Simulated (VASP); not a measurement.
Tl:

```xyz
2
Lattice="0.0000 3.4017 3.4017 3.4017 0.0000 3.4017 3.4017 3.4017 0.0000" Properties=species:S:1:pos:R:3 pbc="T T T"
Tl   -0.8504   -0.8504   -0.8504
Tl    0.8504    0.8504    0.8504
```

- Program: VASP 6.6.1
- Task: relaxation of cell and atoms
- Functional: PBE
- Potentials or basis: VASP PAW PBE potentials, release 64 (Tl_d)
- Cutoff: 600 eV
- k mesh: 10 × 10 × 10
- Occupations: fermi-dirac, width 0.05 eV
- Spin: no spin polarisation

At the start: pressure 2.7 GPa; volume 39.36 Å³/atom.

Problem. How do energy, volume and symmetry change on relaxing?

Solution. Over 4 steps the energy falls by 41.4 meV/atom and the volume is 45.02 Å³/atom (+14.4 %); space group Fd-3m (No. 227, to 0.05 Å).

Step by step:
```tsv
step	energy change (eV)	largest force (eV/Å)	pressure (GPa)	volume (Å³)
1	0.0000	0.0000	2.71	78.73
2	-0.0767	0.0000	0.62	86.57
3	-0.0826	0.0000	-0.12	90.76
4	-0.0829	0.0000	-0.01	90.04
```

Final structure:
```yaml
crystal:
  lattice:
    - [0.00000, 3.55746, 3.55746]
    - [3.55746, 0.00000, 3.55746]
    - [3.55746, 3.55746, 0.00000]
  atoms:
    - { symbol: Tl, position: [0.87500, 0.87500, 0.87500] }
    - { symbol: Tl, position: [0.12500, 0.12500, 0.12500] }
```
